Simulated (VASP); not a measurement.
# AgCl (Fm-3m) in VASP: settings compared

The runs below take AgCl through single point, with HSE06, PBE-based global hybrid with 15 % exact exchange, PBE-based screened hybrid with 100 % exact exchange.

All numbers are computed with VASP 6.6.1; they aren't measurements. Logs are shortened: lines on timing, memory, paths and dates and some standing lists are left out, and cuts for length are marked.

## 1. The cell of the first run

The structure is cubic, space group Fm-3m (No. 225). The conventional cell has a = 5.546 Å, b = 5.546 Å, c = 5.546 Å, α = 90.00°, β = 90.00°, γ = 90.00°. Ag (site symmetry m-3m) has 6 Cl at 2.77 Å within 3.7 Å. Within 3.7 Å of Cl (site symmetry m-3m) lie 6 Ag at 2.77 Å.

## 2. Single point, HSE06

Contents of POSCAR:

```
AgCl
1.0
    0.0000000000      2.7731838142      2.7731838142
    2.7731838142      0.0000000000      2.7731838142
    2.7731838142      2.7731838142      0.0000000000
Ag Cl
1 1
Direct
    0.0000000000      0.0000000000      0.0000000000
    0.5000000000      0.5000000000      0.5000000000
```

Contents of INCAR.step1:

```
SYSTEM = AgCl
ALGO = Normal
EDIFF = 1E-5
ENCUT = 520
GGA = PE
ISIF = 2
ISMEAR = 0
LASPH = .TRUE.
LCHARG = .FALSE.
LREAL = .FALSE.
LWAVE = .TRUE.
NBANDS = 16
NELM = 60
PREC = Accurate
SIGMA = 0.01
```

Contents of INCAR.step2:

```
SYSTEM = AgCl
ALGO = Normal
EDIFF = 1E-6
ENCUT = 520
GGA = PE
HFSCREEN = 0.2079
ISIF = 2
ISMEAR = 0
ISTART = 1
LASPH = .TRUE.
LCHARG = .FALSE.
LHFCALC = .TRUE.
LREAL = .FALSE.
LWAVE = .FALSE.
NBANDS = 16
NELM = 60
PREC = Accurate
PRECFOCK = Normal
SIGMA = 0.01
```

Contents of KPOINTS:

```
k-points
0
G
  4 4 4
  0 0 0
```

Potentials or basis: VASP PAW PBE potentials, release 64 (Ag, Cl).

Run with:

```bash
$ cat potpaw_PBE.64/Ag/POTCAR potpaw_PBE.64/Cl/POTCAR > POTCAR
$ cp INCAR.step1 INCAR
$ mpirun -np 1 vasp_std > vasp.out
$ cp INCAR.step2 INCAR
$ mpirun -np 1 vasp_std > vasp.out
```

OUTCAR:

```text
SYSTEM = AgCl
   EDIFF = 1E-6
   ENCUT = 520
   GGA = PE
   HFSCREEN = 0.2079
   ISIF = 2
   ISMEAR = 0
   ISTART = 1
   LASPH = .TRUE.
   LHFCALC = .TRUE.
   LREAL = .FALSE.
   NELM = 60
   PREC = Accurate
   PRECFOCK = Normal

 ion  position               nearest neighbor table
   1  0.000  0.000  0.000-   2 2.77   2 2.77   2 2.77   2 2.77   2 2.77   2 2.77
   2  0.500  0.500  0.500-   1 2.77   1 2.77   1 2.77   1 2.77   1 2.77   1 2.77

  LATTYP: Found a face centered cubic cell.
 ALAT       =     5.5463676284

  Lattice vectors:

 A1 = (   0.0000000000,   2.7731838142,   2.7731838142)
 A2 = (   2.7731838142,   0.0000000000,   2.7731838142)
 A3 = (   2.7731838142,   2.7731838142,   0.0000000000)

Analysis of symmetry for initial positions (statically):
=====================================================================
 Subroutine PRICEL returns:
 Original cell was already a primitive cell.

 Routine SETGRP: Setting up the symmetry group for a
 face centered cubic supercell.

 Subroutine GETGRP returns: Found 48 space group operations
 (whereof 48 operations were pure point group operations)
 out of a pool of 48 trial point group operations.

The static configuration has the point symmetry O_h .

Analysis of symmetry for dynamics (positions and initial velocities):
=====================================================================
 Subroutine PRICEL returns:
 Original cell was already a primitive cell.

 Routine SETGRP: Setting up the symmetry group for a
 face centered cubic supercell.

 Subroutine GETGRP returns: Found 48 space group operations
 (whereof 48 operations were pure point group operations)
 out of a pool of 48 trial point group operations.

The dynamic configuration has the point symmetry O_h .

 Subroutine INISYM returns: Found 48 space group operations
 (whereof 48 operations are pure point group operations),
 and found     1 'primitive' translations

----------------------------------------------------------------------------------------

                                     Primitive cell

  volume of cell :      42.6546

  direct lattice vectors                    reciprocal lattice vectors
     0.000000000  2.773183814  2.773183814    -0.180298182  0.180298182  0.180298182
     2.773183814  0.000000000  2.773183814     0.180298182 -0.180298182  0.180298182
     2.773183814  2.773183814  0.000000000     0.180298182  0.180298182 -0.180298182

  length of vectors
     3.921874161  3.921874161  3.921874161     0.312285612  0.312285612  0.312285612

  position of ions in fractional coordinates (direct lattice)
     0.000000000  0.000000000  0.000000000
     0.500000000  0.500000000  0.500000000

  ion indices of the primitive-cell ions
   primitive index   ion index
                 1           1
                 2           2

----------------------------------------------------------------------------------------

 KPOINTS: k-points

Automatic generation of k-mesh.
 Grid dimensions read from file:
 generate k-points for:    4    4    4

 Generating k-lattice:

  Cartesian coordinates                     Fractional coordinates (reciprocal lattice)
    -0.045074545  0.045074545  0.045074545     0.250000000  0.000000000  0.000000000
     0.045074545 -0.045074545  0.045074545     0.000000000  0.250000000  0.000000000
     0.045074545  0.045074545 -0.045074545     0.000000000  0.000000000  0.250000000

  Length of vectors
     0.078071403  0.078071403  0.078071403

  Shift w.r.t. Gamma in fractional coordinates (k-lattice)
     0.000000000  0.000000000  0.000000000

 Subroutine IBZKPT returns following result:
 ===========================================

 Found      8 irreducible k-points:

 Following reciprocal coordinates:
            Coordinates               Weight
  0.000000  0.000000  0.000000      1.000000
  0.250000  0.000000  0.000000      8.000000
  0.500000  0.000000  0.000000      4.000000
  0.250000  0.250000  0.000000      6.000000
  0.500000  0.250000  0.000000     24.000000
 -0.250000  0.250000  0.000000     12.000000
  0.500000  0.500000  0.000000      3.000000
 -0.250000  0.500000  0.250000      6.000000
   k-points           NKPTS =      8   k-points in BZ     NKDIM =     64   number of bands    NBANDS=     16
   number of dos      NEDOS =    301   number of ions     NIONS =      2
   total plane-waves  NPLWV =  27000
   dimension x,y,z NGX =    30 NGY =   30 NGZ =   30
   dimension x,y,z NGXF=    60 NGYF=   60 NGZF=   60
   ions per type =               1   1
   NGX,Y,Z   is equivalent  to a cutoff of  12.72, 12.72, 12.72 a.u.
   NGXF,Y,Z  is equivalent  to a cutoff of  25.43, 25.43, 25.43 a.u.
 SYSTEM =  AgCl
   PREC   = accura    normal or accurate (medium, high low for compatibility)
   ISTART =      1    job   : 0-new  1-cont  2-samecut
   ICHARG =      0    charge: 1-file 2-atom 10-const
   ISPIN  =      1    spin polarized calculation?
   LNONCOLLINEAR =      F non collinear calculations
   LSORBIT =      F    spin-orbit coupling
   LASPH  =      T    aspherical Exc in radial PAW
   ENCUT  =  520.0 eV  38.22 Ry    6.18 a.u.   7.29  7.29  7.29*2*pi/ulx,y,z
   NELM   =     60;   NELMIN=  2; NELMDL=  0     # of ELM steps
   EDIFF  = 0.1E-05   stopping-criterion for ELM
   LREAL  =      F    real-space projection
   EDIFFG = 0.1E-04   stopping-criterion for IOM
   NSW    =      0    number of steps for IOM
   IBRION =     -1    ionic relax: 0-MD 1-quasi-New 2-CG
   NFREE  =      0    steps in history (QN), initial steepest desc. (CG)
   ISIF   =      2    stress and relaxation
   ISYM   =      3    0-nonsym 1-usesym 2-fastsym
   POTIM  = 0.5000    time-step for ionic-motion
   TEBEG  =    0.0;   TEEND  =   0.0 temperature during run
   PSTRESS=    0.0 pullay stress
   NELECT =      18.0000    total number of electrons
   NUPDOWN=      -1.0000    fix difference up-down
   EMIN   =  10.00;   EMAX   =-10.00  energy-range for DOS
   EFERMI =   0.00;   METHOD = LEGACY
   ISMEAR =     0;   SIGMA  =   0.01  broadening in eV -4-tet -1-fermi 0-gaus
   EFERMI_NEDOS =   21; number of points for ismear=-14 and -15
   IALGO  =     38    algorithm
   IMIX   =      1    mixing-type and parameters
     AMIX     =   0.40;   BMIX     =  1.00
     AMIX_MAG =   1.60;   BMIX_MAG =  1.00
  volume/ion in A,a.u.               =      21.33       143.92
  Fermi-wavevector in a.u.,A,eV,Ry     =   1.227940  2.320469 20.515350  1.507836
  Thomas-Fermi vector in A             =   2.362884
   LORBIT       =      0    0 simple, 1 ext, 2 COOP (PROOUT), +10 PAW based schemes
   GGA     = PE    functional components
   LHFCALC =     T    Hartree Fock is set to
   PRECFOCK=normal    Normal, Fast or Accurate (Low or Medium for compatibility)
   ENCUT4O =  -1.0   cutoff for four orbital integrals eV
   NKREDX  =     1    reduce k-point grid by
   NKREDY  =     1    reduce k-point grid by
   NKREDZ  =     1    reduce k-point grid by
   AEXX    =    0.2500 exact exchange contribution
   HFSCREEN=    0.2079 screening length (either q_TF or 0.3 A-1)
   HFSCREENC=   0.2079 screening length for correlation (either q_TF or 0.3 A-1)
   ENCUTFOCK=  -1.0 apply spherical cutoff to Coloumb kernel
   IVDW    =     0    specifies the selected vdW correction
   LEPSILON=     F    determine dielectric tensor
   LRPA    =     F    only Hartree local field effects (RPA)
 non-spin polarized calculation
 Gauss-broadening in eV      SIGMA  =   0.01
  energy-cutoff  :      520.00
  volume of cell :       42.65
 maximum number of plane-waves:      1174
 NGX is ok and might be reduce to    30
  NGX = 24; NGY = 24; NGZ = 24

 number of electron      18.0000005 magnetization

 Free energy of the ion-electron system (eV)
  ---------------------------------------------------
  ext. energy  EPLUGINS =         0.00000000
  ---------------------------------------------------
  free energy    TOTEN  =        -6.63025065 eV

  energy without entropy =       -6.63025065  energy(sigma->0) =       -6.63025065

 E-fermi :   2.8815     XC(G=0):  -8.2090

 val. band max:        2.7917003536   @ k =   0.5000   0.0000   0.0000
 cond. band min:       5.1889239786   @ k =   0.0000   0.0000   0.0000
 fundamental gap:      2.3972236250
 Fermi energy:         2.8814875816

 k-point     1 :       0.0000    0.0000    0.0000
  band No.  band energies     occupation
      1     -13.4821      2.00000
      2      -0.0552      2.00000
      3      -0.0552      2.00000
      4      -0.0552      2.00000
      5      -0.0540      2.00000
      6      -0.0540      2.00000
[... 8 lines left out ...]
     15      18.1183      0.00000
     16      18.1183      0.00000

 k-point     2 :       0.2500    0.0000    0.0000
  band No.  band energies     occupation
      1     -13.2547      2.00000
      2      -1.4756      2.00000
      3      -1.1894      2.00000
      4      -1.1894      2.00000
      5       0.1223      2.00000
      6       0.1223      2.00000
[... 8 lines left out ...]
     15      16.7974      0.00000
     16      17.1501      0.00000

 k-point     3 :       0.5000    0.0000    0.0000
  band No.  band energies     occupation
      1     -13.0069      2.00000
      2      -2.5980      2.00000
      3      -1.7134      2.00000
      4      -1.7134      2.00000
      5       0.3080      2.00000
      6       0.3080      2.00000
[... 8 lines left out ...]
     15      18.3605      0.00000
     16      18.3605      0.00000

 k-point     4 :       0.2500    0.2500    0.0000
  band No.  band energies     occupation
      1     -13.2105      2.00000
      2      -1.8946      2.00000
      3      -0.4189      2.00000
      4      -0.4189      2.00000
      5      -0.2133      2.00000
      6       0.0387      2.00000
[... 8 lines left out ...]
     15      19.0516      0.00000
     16      20.9494      0.00000

 k-point     5 :       0.5000    0.2500    0.0000
  band No.  band energies     occupation
      1     -13.0004      2.00000
      2      -1.9731      2.00000
      3      -1.4688      2.00000
      4      -1.2915      2.00000
      5       0.1019      2.00000
      6       0.3567      2.00000
[... 8 lines left out ...]
     15      18.9683      0.00000
     16      19.9451      0.00000

 k-point     6 :      -0.2500    0.2500    0.0000
  band No.  band energies     occupation
      1     -13.0469      2.00000
      2      -2.1647      2.00000
      3      -1.6326      2.00000
      4      -1.1183      2.00000
      5       0.2104      2.00000
      6       0.2906      2.00000
[... 8 lines left out ...]
     15      18.8866      0.00000
     16      20.5505      0.00000

 k-point     7 :       0.5000    0.5000    0.0000
  band No.  band energies     occupation
      1     -12.9921      2.00000
      2      -1.5892      2.00000
      3      -0.3692      2.00000
      4      -0.2372      2.00000
      5      -0.2372      2.00000
      6       0.1327      2.00000
[... 8 lines left out ...]
     15      19.8620      0.00000
     16      19.8620      0.00000

 k-point     8 :      -0.2500    0.5000    0.2500
  band No.  band energies     occupation
      1     -12.9545      2.00000
      2      -1.6502      2.00000
      3      -1.3130      2.00000
      4      -1.3130      2.00000
      5       0.4076      2.00000
      6       0.4302      2.00000
[... 8 lines left out ...]
     15      18.1736      0.00000
     16      19.8237      0.00000

------------------------ aborting loop because EDIFF is reached ----------------------------------------

  FORCE on cell =-STRESS in cart. coord.  units (eV):
  Direction    XX          YY          ZZ          XY          YZ          ZX
  --------------------------------------------------------------------------------------
  -------------------------------------------------------------------------------------
  Total        0.3483773      0.3483773      0.3483773      0.0000000      0.0000000     -0.0000000
  in kB       13.0856241     13.0856241     13.0856241      0.0000000      0.0000000     -0.0000000
  external PRESSURE =      13.0856241 kB  Pullay stress =       0.0000000 kB

 VOLUME and BASIS-vectors are now :
 -----------------------------------------------------------------------------
  energy-cutoff  :      520.00
  volume of cell :       42.65
      direct lattice vectors                 reciprocal lattice vectors
     0.000000000  2.773183814  2.773183814    -0.180298182  0.180298182  0.180298182
     2.773183814  0.000000000  2.773183814     0.180298182 -0.180298182  0.180298182
     2.773183814  2.773183814  0.000000000     0.180298182  0.180298182 -0.180298182

 POSITION                                       TOTAL-FORCE (eV/Angst)
 -----------------------------------------------------------------------------------
      0.00000      0.00000      0.00000        -0.000000      0.000000      0.000000
      2.77318      2.77318      2.77318         0.000000     -0.000000     -0.000000
 -----------------------------------------------------------------------------------
    total drift:                               -0.000001     -0.000001     -0.000001

  FREE ENERGIE OF THE ION-ELECTRON SYSTEM (eV)
  ---------------------------------------------------
  free  energy   TOTEN  =        -6.6302506454 eV

  energy  without entropy=       -6.6302506454  energy(sigma->0) =       -6.63025065
```

Wall time 4.5 min (1 thread of Intel Xeon Platinum 8259CL at 2.50GHz (Skylake/Cascade Lake), shared host); peak memory 0.27 GiB.

What came out:

```
Free energy            : -6.6303 eV
Pressure               : 1.3 GPa
Band gap on the k mesh : 2.40 eV (least direct gap 4.63 eV)
```

Caveat: the k points lie up to 0.49 Å⁻¹ apart; the PAW data sets were made with another functional, which shifts forces and pressure a little.

## 3. Single point, PBE-based global hybrid with 15 % exact exchange

POSCAR is that of step 2.

Contents of INCAR.step1:

```
PREC = Accurate ; ENCUT = 520
EDIFF = 1E-5 ; ISMEAR = 0
SIGMA = 0.01 ; LREAL = F
LASPH = T ; NELM = 100
ALGO = Normal ; ISIF = 2
LWAVE = T ; LCHARG = F
GGA = PE ; NBANDS = 16
```

Contents of INCAR.step2:

```
PREC = Accurate ; ENCUT = 520
EDIFF = 1E-7 ; ISMEAR = 0
SIGMA = 0.01 ; LREAL = F
LASPH = T ; NELM = 100
ALGO = Normal ; ISIF = 2
LWAVE = F ; LCHARG = F
GGA = PE ; LHFCALC = T
AEXX = 0.15 ; PRECFOCK = Normal
ISTART = 1 ; NBANDS = 16
```

Contents of KPOINTS:

```
regular mesh
0
Gamma
  4 4 4
```

Potentials or basis: VASP PAW PBE potentials, release 64 (Ag, Cl).

Run with:

```bash
$ cat potpaw_PBE.64/Ag/POTCAR potpaw_PBE.64/Cl/POTCAR > POTCAR
$ cp INCAR.step1 INCAR
$ mpirun -np 1 vasp_std > vasp.out
$ cp INCAR.step2 INCAR
$ mpirun -np 1 vasp_std > vasp.out
```

Wall time 4.8 min (1 thread of Intel Xeon Platinum 8259CL at 2.50GHz (Skylake/Cascade Lake), shared host); peak memory 0.17 GiB.

It converged, with:

```yaml
Free_energy: -6.4676 eV
Pressure: 1.3 GPa
Band_gap_on_the_k_mesh: 2.23 eV (least direct gap 4.50 eV)
```

Levels at points of the mesh, in eV from the valence-band top:
```
           k point  band 5  band 6  band 7  band 8  band 9  band 10  band 11  band 12  band 13  band 14
(0.00, 0.00, 0.00)   -2.68   -2.68   -2.27   -2.27   -2.27     2.23    12.27    12.27    12.27    13.67
(0.50, 0.00, 0.00)   -2.33   -2.33   -1.95    0.00    0.00     5.51     8.16     9.09     9.09    15.02
(0.50, 0.50, 0.00)   -3.02   -2.49   -2.21   -2.21   -2.13     3.80     9.30    10.11    13.12    13.12
```

Caveat: the k points lie up to 0.49 Å⁻¹ apart; the PAW data sets were made with another functional, which shifts forces and pressure a little.

## 4. Single point, PBE-based screened hybrid with 100 % exact exchange

POSCAR is that of step 3.

Contents of INCAR.step1:

```
  PREC = Accurate
  ENCUT = 520
  EDIFF = 1E-5
  ISMEAR = 0
  SIGMA = 0.01
  LREAL = F
  LASPH = T
  NELM = 100
  ALGO = Normal
  ISIF = 2
  LWAVE = T
  NBANDS = 16
  GGA = PE
```

Contents of INCAR.step2:

```
  PREC = Accurate
  ENCUT = 520
  EDIFF = 1E-6
  ISMEAR = 0
  SIGMA = 0.01
  LREAL = F
  LASPH = T
  NELM = 100
  ALGO = Normal
  ISIF = 2
  LWAVE = F
  LCHARG = T
  GGA = PE
  LHFCALC = T
  AEXX = 1.0
  HFSCREEN = 0.1
  PRECFOCK = Normal
  LELF = T
  LVHAR = T
  NBANDS = 16
  ISTART = 1
  ALDAC = 1.0
  AGGAC = 1.0
```

KPOINTS is that of step 3.

Run with:

```bash
$ cat potpaw_PBE.64/Ag/POTCAR potpaw_PBE.64/Cl/POTCAR > POTCAR
$ cp INCAR.step1 INCAR
$ mpirun -np 1 vasp_std > vasp.out
$ cp INCAR.step2 INCAR
$ mpirun -np 1 vasp_std > vasp.out
```

It took 8 min on 1 thread of Intel Xeon Platinum 8259CL at 2.50GHz (Skylake/Cascade Lake), shared host; peak memory 0.27 GiB.

The run converged. Its results:

```
Free energy            : -12.2636 eV
Pressure               : 0.0 GPa
Band gap on the k mesh : 8.79 eV (least direct gap 10.81 eV)
```

Levels at points of the mesh, in eV from the valence-band top:
```tsv
k point	band 6	band 7	band 8	band 9	band 10	band 11	band 12	band 13
(0.00, 0.00, 0.00)	-4.11	-2.03	-2.03	-2.03	8.79	18.88	18.88	18.88
(0.50, 0.00, 0.00)	-3.77	-2.84	0.00	0.00	11.57	15.88	15.88	15.97
(0.50, 0.50, 0.00)	-3.64	-3.64	-2.96	-2.96	10.82	15.14	17.04	20.83
```

Caveat: the k points lie up to 0.49 Å⁻¹ apart; the PAW data sets were made with another functional, which shifts forces and pressure a little.

## 5. The runs side by side

| level | share of exact exchange | screening parameter | gap on the mesh (eV) | pressure (GPa) |
| --- | --- | --- | --- | --- |
| HSE06 | 0.25 | 0.2079 1/Å | 2.40 | 1.3 |
| PBE-based global hybrid with 15 % exact exchange | 0.15 | - | 2.23 | 1.3 |
| PBE-based screened hybrid with 100 % exact exchange | 1 | 0.1 1/Å | 8.79 | 0.0 |

Alike in all rows: task single point; potentials or basis VASP PAW PBE potentials, release 64 (Ag, Cl); no spin polarisation; cell as given; k mesh 4 × 4 × 4; cutoff (eV) 520; smearing gaussian 0.01 eV.

Caveats: all runs use coarse meshes; the PAW data sets were made with another functional, which shifts forces and pressure a little.

Absolute energies hang on the potentials; compare differences alone.
